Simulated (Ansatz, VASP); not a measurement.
**SrTiO3: VASP beside Ansatz**

```
Sr Ti O
1.0
     3.90500    0.00000    0.00000
     0.00000    3.90500    0.00000
     0.00000    0.00000    3.86595
Sr Ti O
1 1 3
Direct
  0.00000 0.00000 0.00000
  0.50000 0.50000 0.50000
  0.00000 0.50000 0.50000
  0.50000 0.00000 0.50000
  0.50000 0.50000 0.00000
```

Change from the starting cell: z stretched by -1 %, ions relaxed.

Alike in both runs: functional PBE; k mesh 8 × 8 × 8; occupations fermi-dirac, width 0.02 eV; no spin polarisation.

Ansatz relaxed the structure, and its values are those at the end. VASP's run is a single point on that final structure, the one shown.

|  | VASP | Ansatz |
| --- | --- | --- |
| version | VASP 6.6.1 | Ansatz 0.2.0 |
| potentials or method | VASP PAW PBE potentials, release 64 (Sr_sv, Ti_sv, O) | plane-wave PAW, scalar-relativistic |
| plane-wave cutoff (eV) | 600 | 420 |
| valence electrons in the cell | 40 | 40 |

VASP gave:

| Item | Value |
| --- | --- |
| gap on the k mesh at the Fermi level (eV) | 1.86 |
| pressure (GPa) | 6.8 |

Problem. What did Ansatz give for the same quantities?

Solution. gap on the k mesh at the Fermi level (eV): 1.89; pressure (GPa): 6.3.

The functional is the same, so the differences come from potentials, cutoffs and numerics. Ansatz's warnings: stress scf threshold loose.
